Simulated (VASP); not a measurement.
# Al2InN3 (Cmc2_1) in VASP: further runs

The runs below take Al2InN3 through single point, with PBE.

Everything below comes from runs of VASP 6.6.1. Logs are shortened: lines on timing, memory, paths and dates and some standing lists are left out, and cuts for length are marked.

## 1. The cell of the first run

Symmetry: Cmc2_1, No. 36, orthorhombic system. The conventional cell has a = 10.089 Å, b = 5.802 Å, c = 5.385 Å, α = 90.00°, β = 90.00°, γ = 90.00°. Within 2.6 Å of Al (site symmetry 1) lie 4 N at 1.95 to 1.97 Å. Within 3.0 Å of In (site symmetry m) lie 4 N at 2.24 to 2.26 Å. N (site symmetry 1) has 3 Al at 1.95 to 1.97 Å and 1 In at 2.24 Å within 2.6 Å. N (site symmetry m) has 2 Al at 1.96 Å and 2 In at 2.25 to 2.26 Å within 2.6 Å.

## 2. Single point, PBE (13.13 Å³/atom)

Input file INCAR:

```
SYSTEM = Al2InN3
  PREC = Accurate
  ENCUT = 520
  EDIFF = 1E-7
  ISMEAR = 0
  SIGMA = 0.05
  LREAL = .FALSE.
  LASPH = .TRUE.
  NELM = 100
  ALGO = Normal
  ISIF = 2
  LWAVE = .FALSE.
  LCHARG = .FALSE.
  GGA = PE
  NBANDS = 46
```

Input file KPOINTS:

```
regular mesh
0
G
  6 6 6
  0 0 0
```

Input file POSCAR:

```
Al2InN3
1.0
    5.0443395256     -2.9010297967      0.0000000000
    5.0443395256      2.9010297967      0.0000000000
    0.0000000000      0.0000000000      5.3854850858
Al In N
4 2 6
Direct
    0.0084427086      0.3348641725      0.9917411822
    0.6651358275      0.9915572914      0.9917411822
    0.9915572914      0.6651358275      0.4917411822
    0.3348641725      0.0084427086      0.4917411822
    0.3220722962      0.6779277038      0.9869930315
    0.6779277038      0.3220722962      0.4869930315
    0.0367610679      0.3336262977      0.3556963910
    0.6663737023      0.9632389321      0.3556963910
    0.9632389321      0.6663737023      0.8556963910
    0.3336262977      0.0367610679      0.8556963910
    0.2982358752      0.7017641248      0.4061317922
    0.7017641248      0.2982358752      0.9061317922
```

Potentials or basis: VASP PAW PBE potentials, release 64 (Al, In_d, N).

Run with:

```console
$ cat potpaw_PBE.64/Al/POTCAR potpaw_PBE.64/In_d/POTCAR potpaw_PBE.64/N/POTCAR > POTCAR
$ mpirun -np 1 vasp_std > vasp.out
```

OUTCAR:

```text
SYSTEM = Al2InN3
   PREC = Accurate
   ENCUT = 520
   EDIFF = 1E-7
   ISMEAR = 0
   LREAL = .FALSE.
   LASPH = .TRUE.
   NELM = 100
   ISIF = 2
   GGA = PE

 ion  position               nearest neighbor table
   1  0.008  0.335  0.992-   9 1.95  10 1.96  12 1.96   7 1.97   3 3.28   3 3.28   4 3.29   4 3.29
                             2 3.30   2 3.30   5 3.31   6 3.31   5 3.31   6 3.35   5 3.45
   2  0.665  0.992  0.992-  10 1.95   9 1.96  12 1.96   8 1.97   4 3.28   4 3.28   3 3.29   3 3.29
                             1 3.30   1 3.30   5 3.31   6 3.31   5 3.31   6 3.35   5 3.45
   3  0.992  0.665  0.492-   7 1.95   8 1.96  11 1.96   9 1.97   1 3.28   1 3.28   2 3.29   2 3.29
                             4 3.30   4 3.30   6 3.31   5 3.31   6 3.31   5 3.35   6 3.45
   4  0.335  0.008  0.492-   8 1.95   7 1.96  11 1.96  10 1.97   2 3.28   2 3.28   1 3.29   1 3.29
                             3 3.30   3 3.30   6 3.31   5 3.31   6 3.31   5 3.35   6 3.45
   5  0.322  0.678  0.987-   9 2.24  10 2.24  12 2.25  11 2.26   1 3.31   2 3.31   4 3.31   3 3.31
                             2 3.31   1 3.31   4 3.35   3 3.35   6 3.39   6 3.39   2 3.45   1 3.45
   6  0.678  0.322  0.487-   7 2.24   8 2.24  11 2.25  12 2.26   4 3.31   3 3.31   2 3.31   1 3.31
                             4 3.31   3 3.31   2 3.35   1 3.35   5 3.39   5 3.39   4 3.45   3 3.45
   7  0.037  0.334  0.356-   3 1.95   4 1.96   1 1.97   6 2.24
   8  0.666  0.963  0.356-   4 1.95   3 1.96   2 1.97   6 2.24
   9  0.963  0.666  0.856-   1 1.95   2 1.96   3 1.97   5 2.24
  10  0.334  0.037  0.856-   2 1.95   1 1.96   4 1.97   5 2.24
  11  0.298  0.702  0.406-   3 1.96   4 1.96   6 2.25   5 2.26
  12  0.702  0.298  0.906-   1 1.96   2 1.96   5 2.25   6 2.26

  LATTYP: Found a base centered orthorhombic cell.
 ALAT       =     5.8020595934
 B/A-ratio  =     1.7388099672
 C/A-ratio  =     0.9282023046

  Lattice vectors:

 A1 = (  -5.0443395256,  -2.9010297967,   0.0000000000)
 A2 = (   5.0443395256,  -2.9010297967,   0.0000000000)
 A3 = (   0.0000000000,   0.0000000000,   5.3854850858)

Analysis of symmetry for initial positions (statically):
=====================================================================
 Subroutine PRICEL returns:
 Original cell was already a primitive cell.

 Routine SETGRP: Setting up the symmetry group for a
 base centered orthorhombic supercell.

 Subroutine GETGRP returns: Found  4 space group operations
 (whereof  2 operations were pure point group operations)
 out of a pool of  8 trial point group operations.

The static configuration has the point symmetry C_1h.
 The point group associated with its full space group is C_2v.

Analysis of symmetry for dynamics (positions and initial velocities):
=====================================================================
 Subroutine PRICEL returns:
 Original cell was already a primitive cell.

 Routine SETGRP: Setting up the symmetry group for a
 base centered orthorhombic supercell.

 Subroutine GETGRP returns: Found  4 space group operations
 (whereof  2 operations were pure point group operations)
 out of a pool of  8 trial point group operations.

The dynamic configuration has the point symmetry C_1h.
 The point group associated with its full space group is C_2v.

 Subroutine INISYM returns: Found  4 space group operations
 (whereof  2 operations are pure point group operations),
 and found     1 'primitive' translations

----------------------------------------------------------------------------------------

                                     Primitive cell

  volume of cell :     157.6200

  direct lattice vectors                    reciprocal lattice vectors
     5.044339526 -2.901029797  0.000000000     0.099121004 -0.172352590  0.000000000
     5.044339526  2.901029797  0.000000000     0.099121004  0.172352590  0.000000000
     0.000000000  0.000000000  5.385485086     0.000000000  0.000000000  0.185684295

  length of vectors
     5.819049332  5.819049332  5.385485086     0.198822506  0.198822506  0.185684295

  position of ions in fractional coordinates (direct lattice)
     0.008442709  0.334864172  0.991741182
     0.665135828  0.991557291  0.991741182
     0.991557291  0.665135828  0.491741182
     0.334864172  0.008442709  0.491741182
     0.322072296  0.677927704  0.986993031
     0.677927704  0.322072296  0.486993031
     0.036761068  0.333626298  0.355696391
     0.666373702  0.963238932  0.355696391
     0.963238932  0.666373702  0.855696391
     0.333626298  0.036761068  0.855696391
     0.298235875  0.701764125  0.406131792
     0.701764125  0.298235875  0.906131792

  ion indices of the primitive-cell ions
   primitive index   ion index
                 1           1
                 2           2
                 3           3
                 4           4
                 5           5
                 6           6
                 7           7
                 8           8
                 9           9
                10          10
                11          11
                12          12

----------------------------------------------------------------------------------------

 KPOINTS: regular mesh

Automatic generation of k-mesh.
 Grid dimensions read from file:
 generate k-points for:    6    6    6

 Generating k-lattice:

  Cartesian coordinates                     Fractional coordinates (reciprocal lattice)
     0.016520167 -0.028725432  0.000000000     0.166666667 -0.000000000  0.000000000
     0.016520167  0.028725432  0.000000000    -0.000000000  0.166666667  0.000000000
     0.000000000  0.000000000  0.030947382     0.000000000  0.000000000  0.166666667

  Length of vectors
     0.033137084  0.033137084  0.030947382

  Shift w.r.t. Gamma in fractional coordinates (k-lattice)
     0.000000000  0.000000000  0.000000000

 Subroutine IBZKPT returns following result:
 ===========================================

 Found     52 irreducible k-points:

 Following reciprocal coordinates:
            Coordinates               Weight
  0.000000  0.000000  0.000000      1.000000
  0.166667 -0.000000  0.000000      4.000000
  0.333333  0.000000  0.000000      4.000000
  0.500000  0.000000  0.000000      2.000000
  0.166667  0.166667  0.000000      2.000000
  0.333333  0.166667  0.000000      4.000000
[... 16 lines left out ...]
  0.333333  0.333333  0.166667      4.000000
  0.500000  0.333333  0.166667      8.000000
 [... further k-points ...]
   k-points           NKPTS =     52   k-points in BZ     NKDIM =     52   number of bands    NBANDS=     46
   number of dos      NEDOS =    301   number of ions     NIONS =     12
   total plane-waves  NPLWV =  92160
   dimension x,y,z NGX =    48 NGY =   48 NGZ =   40
   dimension x,y,z NGXF=    96 NGYF=   96 NGZF=   80
   ions per type =               4   2   6
   NGX,Y,Z   is equivalent  to a cutoff of  13.71, 13.71, 12.35 a.u.
   NGXF,Y,Z  is equivalent  to a cutoff of  27.43, 27.43, 24.70 a.u.
 SYSTEM =  Al2InN3
   PREC   = accura    normal or accurate (medium, high low for compatibility)
   ISTART =      0    job   : 0-new  1-cont  2-samecut
   ICHARG =      2    charge: 1-file 2-atom 10-const
   ISPIN  =      1    spin polarized calculation?
   LNONCOLLINEAR =      F non collinear calculations
   LSORBIT =      F    spin-orbit coupling
   LASPH  =      T    aspherical Exc in radial PAW
   ENCUT  =  520.0 eV  38.22 Ry    6.18 a.u.  10.82 10.82 10.01*2*pi/ulx,y,z
   NELM   =    100;   NELMIN=  2; NELMDL= -5     # of ELM steps
   EDIFF  = 0.1E-06   stopping-criterion for ELM
   LREAL  =      F    real-space projection
   EDIFFG = 0.1E-05   stopping-criterion for IOM
   NSW    =      0    number of steps for IOM
   IBRION =     -1    ionic relax: 0-MD 1-quasi-New 2-CG
   NFREE  =      0    steps in history (QN), initial steepest desc. (CG)
   ISIF   =      2    stress and relaxation
   ISYM   =      2    0-nonsym 1-usesym 2-fastsym
   POTIM  = 0.5000    time-step for ionic-motion
   TEBEG  =    0.0;   TEEND  =   0.0 temperature during run
   PSTRESS=    0.0 pullay stress
   NELECT =      68.0000    total number of electrons
   NUPDOWN=      -1.0000    fix difference up-down
   EMIN   =  10.00;   EMAX   =-10.00  energy-range for DOS
   EFERMI =   0.00;   METHOD = LEGACY
   ISMEAR =     0;   SIGMA  =   0.05  broadening in eV -4-tet -1-fermi 0-gaus
   EFERMI_NEDOS =   21; number of points for ismear=-14 and -15
   IALGO  =     38    algorithm
   IMIX   =      4    mixing-type and parameters
     AMIX     =   0.40;   BMIX     =  1.00
     AMIX_MAG =   1.60;   BMIX_MAG =  1.00
  volume/ion in A,a.u.               =      13.13        88.64
  Fermi-wavevector in a.u.,A,eV,Ry     =   1.237012  2.337614 20.819628  1.530199
  Thomas-Fermi vector in A             =   2.371597
   LORBIT       =      0    0 simple, 1 ext, 2 COOP (PROOUT), +10 PAW based schemes
   GGA     = PE    functional components
   LHFCALC =     F    Hartree Fock is set to
   AEXX    =    0.0000 exact exchange contribution
   IVDW    =     0    specifies the selected vdW correction
   LEPSILON=     F    determine dielectric tensor
   LRPA    =     F    only Hartree local field effects (RPA)
 non-spin polarized calculation
 Gauss-broadening in eV      SIGMA  =   0.05
  energy-cutoff  :      520.00
  volume of cell :      157.62
 maximum number of plane-waves:      4272
 NGX is ok and might be reduce to    48
   NGX = 21   NGY = 21   NGZ = 21

 number of electron      68.0000003 magnetization

 Free energy of the ion-electron system (eV)
  ---------------------------------------------------
  ext. energy  EPLUGINS =         0.00000000
  ---------------------------------------------------
  free energy    TOTEN  =       -80.40502844 eV

  energy without entropy =      -80.40502844  energy(sigma->0) =      -80.40502844

 E-fermi :   5.5723     XC(G=0): -10.5053

 val. band max:        5.3108146739   @ k =   0.0000   0.0000   0.0000
 cond. band min:       7.0446332147   @ k =   0.0000   0.0000   0.0000
 fundamental gap:      1.7338185408
 Fermi energy:         5.5723290892

 k-point     1 :       0.0000    0.0000    0.0000
  band No.  band energies     occupation
      1      -8.9242      2.00000
      2      -8.5766      2.00000
      3      -8.2983      2.00000
      4      -8.1458      2.00000
      5      -8.1090      2.00000
      6      -7.9896      2.00000
[... 38 lines left out ...]
     45      14.0693      0.00000
     46      14.9753      0.00000

 k-point     2 :       0.1667   -0.0000    0.0000
  band No.  band energies     occupation
      1      -8.8658      2.00000
      2      -8.5474      2.00000
      3      -8.3085      2.00000
      4      -8.1990      2.00000
      5      -8.0732      2.00000
      6      -7.9452      2.00000
[... 38 lines left out ...]
     45      14.0579      0.00000
     46      14.5477      0.00000

 k-point     3 :       0.3333    0.0000    0.0000
  band No.  band energies     occupation
      1      -8.7366      2.00000
      2      -8.4846      2.00000
      3      -8.3416      2.00000
      4      -8.2441      2.00000
      5      -8.0517      2.00000
      6      -7.8119      2.00000
[... 38 lines left out ...]
     45      13.7987      0.00000
     46      14.0018      0.00000

 k-point     4 :       0.5000    0.0000    0.0000
  band No.  band energies     occupation
      1      -8.6570      2.00000
      2      -8.4759      2.00000
      3      -8.3559      2.00000
      4      -8.2449      2.00000
      5      -8.0467      2.00000
      6      -7.6754      2.00000
[... 920 lines left out ...]
     45      13.7856      0.00000
     46      13.8623      0.00000

 k-point    23 :       0.3333    0.3333    0.1667
  band No.  band energies     occupation
      1      -8.6802      2.00000
      2      -8.5466      2.00000
      3      -8.3281      2.00000
      4      -8.1262      2.00000
      5      -7.9934      2.00000
      6      -7.9301      2.00000
[... 38 lines left out ...]
     45      13.8339      0.00000
     46      14.2330      0.00000

 k-point    24 :       0.5000    0.3333    0.1667
  band No.  band energies     occupation
      1      -8.6063      2.00000
      2      -8.5407      2.00000
      3      -8.3484      2.00000
      4      -8.1258      2.00000
      5      -8.0321      2.00000
      6      -7.7680      2.00000
[... 38 lines left out ...]
     45      13.9140      0.00000
     46      14.0569      0.00000

 [... further k-points ...]
[... 5 lines left out ...]
  --------------------------------------------------------------------------------------
  -------------------------------------------------------------------------------------
  Total      -11.1154215    -10.9816501    -10.6919134      0.0000000      0.0000000      0.0000000
  in kB     -112.9861465   -111.6263850   -108.6812668      0.0000000      0.0000000      0.0000000
  external PRESSURE =    -111.0979328 kB  Pullay stress =       0.0000000 kB

 VOLUME and BASIS-vectors are now :
 -----------------------------------------------------------------------------
  energy-cutoff  :      520.00
  volume of cell :      157.62
      direct lattice vectors                 reciprocal lattice vectors
     5.044339526 -2.901029797  0.000000000     0.099121004 -0.172352590  0.000000000
     5.044339526  2.901029797  0.000000000     0.099121004  0.172352590  0.000000000
     0.000000000  0.000000000  5.385485086     0.000000000  0.000000000  0.185684295

 POSITION                                       TOTAL-FORCE (eV/Angst)
 -----------------------------------------------------------------------------------
      1.73176      0.94696      5.34101        -0.015480     -0.001495     -0.004354
      8.35692      0.94696      5.34101         0.015480     -0.001495     -0.004354
      8.35692     -0.94696      2.64826         0.015480      0.001495     -0.004354
      1.73176     -0.94696      2.64826        -0.015480      0.001495     -0.004354
      5.04434      1.03235      5.31544        -0.000000     -0.022529      0.034626
      5.04434     -1.03235      2.62269        -0.000000      0.022529      0.034626
      1.86836      0.86121      1.91560         0.012694     -0.000593      0.005966
      8.22032      0.86121      1.91560        -0.012694     -0.000593      0.005966
      8.22032     -0.86121      4.60834        -0.012694      0.000593      0.005966
      1.86836     -0.86121      4.60834         0.012694      0.000593      0.005966
      5.04434      1.17065      2.18722        -0.000000      0.036576     -0.037850
      5.04434     -1.17065      4.87996        -0.000000     -0.036576     -0.037850
 -----------------------------------------------------------------------------------
    total drift:                                0.000000     -0.000000      0.000316

  FREE ENERGIE OF THE ION-ELECTRON SYSTEM (eV)
  ---------------------------------------------------
  free  energy   TOTEN  =       -80.4050284446 eV

  energy  without entropy=      -80.4050284446  energy(sigma->0) =      -80.40502844
```

Run time: 5.9 min. Hardware: 1 thread of Intel Xeon Platinum 8488C (Sapphire Rapids), shared host; peak memory 0.49 GiB.

Results:

| Item | Value |
| --- | --- |
| Free energy | -80.4050 eV |
| Pressure | -11.1 GPa |
| Largest force | 0.053 eV/Å |
| Band gap on the k mesh | 1.73 eV |

Forces on the atoms (eV/Å):
```
Al  -0.015 -0.001 -0.004
Al   0.015 -0.001 -0.004
Al   0.015  0.001 -0.004
Al  -0.015  0.001 -0.004
In   0.000 -0.023  0.035
In   0.000  0.023  0.035
N    0.013 -0.001  0.006
N   -0.013 -0.001  0.006
N   -0.013  0.001  0.006
N    0.013  0.001  0.006
N    0.000  0.037 -0.038
N    0.000 -0.037 -0.038
```

Levels at points of the mesh, in eV from the valence-band top:
```
           k point  band 31  band 32  band 33  band 34  band 35  band 36  band 37  band 38
(0.00, 0.00, 0.00)    -0.58    -0.07    -0.05     0.00     1.73     3.89     5.16     5.45
(0.50, 0.00, 0.00)    -0.66    -0.55    -0.54    -0.27     3.79     4.05     5.49     5.49
(0.50, 0.50, 0.00)    -0.64    -0.47    -0.46    -0.32     3.57     4.27     4.96     5.86
(0.00, 0.00, 0.50)    -0.37    -0.37    -0.15    -0.15     3.79     3.79     6.32     6.32
(0.50, 0.00, 0.50)    -0.83    -0.83    -0.48    -0.48     4.12     4.12     5.23     5.23
(0.50, 0.50, 0.50)    -0.83    -0.83    -0.58    -0.58     4.24     4.24     5.16     5.16
```

Caveat: the cell stands under tension; spin-orbit coupling is left out, which moves the levels of the heavy elements.

## 3. Single point, PBE (10.70 Å³/atom)

This run uses another cell than the first one, of 10.70 Å³/atom.

Input file INCAR:

```
SYSTEM = Al2InN3
PREC = Accurate
ENCUT = 520
EDIFF = 1E-6
ISMEAR = 0
SIGMA = 0.05
LREAL = .False.
LASPH = .True.
NELM = 60
ALGO = Normal
ISIF = 2
LWAVE = .False.
LCHARG = .True.
GGA = PE
LELF = .True.
LVHAR = .True.
NBANDS = 46
```

Input file KPOINTS:

```
regular mesh
0
Gamma
  6 6 6
  0 0 0
```

Edit POSCAR of step 2 so:

```diff
@@ -2,5 +2,5 @@
 1.0
-    5.0443395256     -2.9010297967      0.0000000000
-    5.0443395256      2.9010297967      0.0000000000
-    0.0000000000      0.0000000000      5.3854850858
+    4.7961565183     -2.6148667567      0.0000000000
+    4.7961565183      2.6148667567      0.0000000000
+    0.0000000000      0.0000000000      5.1205176153
 Al In N
```

Potentials or basis: VASP PAW PBE potentials, release 64 (Al, In_d, N).

Run with:

```console
$ cat potpaw_PBE.64/Al/POTCAR potpaw_PBE.64/In_d/POTCAR potpaw_PBE.64/N/POTCAR > POTCAR
$ mpirun -np 1 vasp_std > vasp.out
```

Run time: 8.4 min. Hardware: 1 thread of Oxide Virtual Turin-like, shared host; peak memory 0.36 GiB.

It converged, with:

```
Free energy            : -79.1314 eV
Pressure               : 28.7 GPa
Largest force          : 1.142 eV/Å
Band gap on the k mesh : 2.79 eV
```

Forces in eV/Å, atoms in the order of the input:
```
Al  -0.097  0.753  0.558
Al   0.097  0.753  0.558
Al   0.097 -0.753  0.558
Al  -0.097 -0.753  0.558
In   0.000  1.100  0.307
In   0.000 -1.100  0.307
N   -0.034  0.819 -0.654
N    0.034  0.819 -0.654
N    0.034 -0.819 -0.654
N   -0.034 -0.819 -0.654
N    0.000  1.002 -0.115
N    0.000 -1.002 -0.115
```

Stress tensor (GPa, compression positive):
```
22.86  0.00  0.00
 0.00 43.68  0.00
 0.00  0.00 19.67
```

Levels at points of the mesh, in eV from the valence-band top:
| k point | band 30 | band 31 | band 32 | band 33 | band 34 | band 35 | band 36 | band 37 | band 38 | band 39 |
| --- | --- | --- | --- | --- | --- | --- | --- | --- | --- | --- |
| (0.00, 0.00, 0.00) | -0.72 | -0.45 | -0.19 | -0.15 | 0.00 | 2.79 | 5.09 | 5.12 | 5.88 | 8.12 |
| (0.50, 0.00, 0.00) | -0.98 | -0.85 | -0.73 | -0.69 | -0.22 | 4.91 | 5.21 | 5.93 | 6.57 | 7.14 |
| (0.50, 0.50, 0.00) | -1.10 | -0.90 | -0.65 | -0.64 | -0.49 | 4.44 | 5.27 | 6.08 | 6.22 | 6.48 |
| (0.00, 0.00, 0.50) | -0.54 | -0.49 | -0.49 | -0.11 | -0.11 | 4.98 | 4.98 | 7.14 | 7.14 | 7.20 |
| (0.50, 0.00, 0.50) | -1.43 | -0.95 | -0.95 | -0.67 | -0.67 | 4.91 | 4.91 | 5.86 | 5.86 | 6.53 |
| (0.50, 0.50, 0.50) | -1.32 | -1.04 | -1.04 | -0.84 | -0.84 | 4.89 | 4.89 | 6.06 | 6.06 | 6.37 |

Caveat: the stress differs along the axes, from 20 to 44 GPa; spin-orbit coupling is left out, which moves the levels of the heavy elements; forces of over 1 eV/Å act on the atoms, so gaps and moduli don't describe the material at rest.

[end of part 1 of 2]
